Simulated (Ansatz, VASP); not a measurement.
# One calculation of F, two programs

```
F
1.0
     2.92666   -1.86017    0.30886
     2.92666    1.86017    0.30886
    -0.86818    0.00000    7.00670
F
4
Direct
  0.91386 0.58555 0.09393
  0.41445 0.08614 0.40607
  0.08614 0.41445 0.90607
  0.58555 0.91386 0.59393
```

Change from the starting cell: volume 19.322 Å^3 an atom, stretch along a over the lengths across it, relative to the relaxed cell 1.0000.

Alike in both runs: task single point; functional PBE; dispersion D3(BJ); k mesh 8 × 8 × 4; occupations gaussian, width 0.05 eV; no spin polarisation.

|  | VASP | Ansatz |
| --- | --- | --- |
| version | VASP 6.6.1 | Ansatz 0.2.0 |
| potentials or method | VASP PAW PBE potentials, release 64 (F), cutoff 520 eV | scalar-relativistic, plane waves, PAW |
| valence electrons in the cell | 28 | 28 |

```csv
,VASP,Ansatz,Ansatz less VASP
gap on the k mesh at the Fermi level (eV),2.44,2.50,+0.062
least direct gap on the mesh (eV),2.44,2.50,+0.062
pressure (GPa),-3.4,-3.5,-0.13
"traceless stress, the component that is largest in VASP (GPa)",-3.82,-4.65,-0.824
rms of the force components (eV/Å),0.747,0.909,+0.1622
```

Atom by atom the forces differ by 0.162 eV/Å (rms over components).
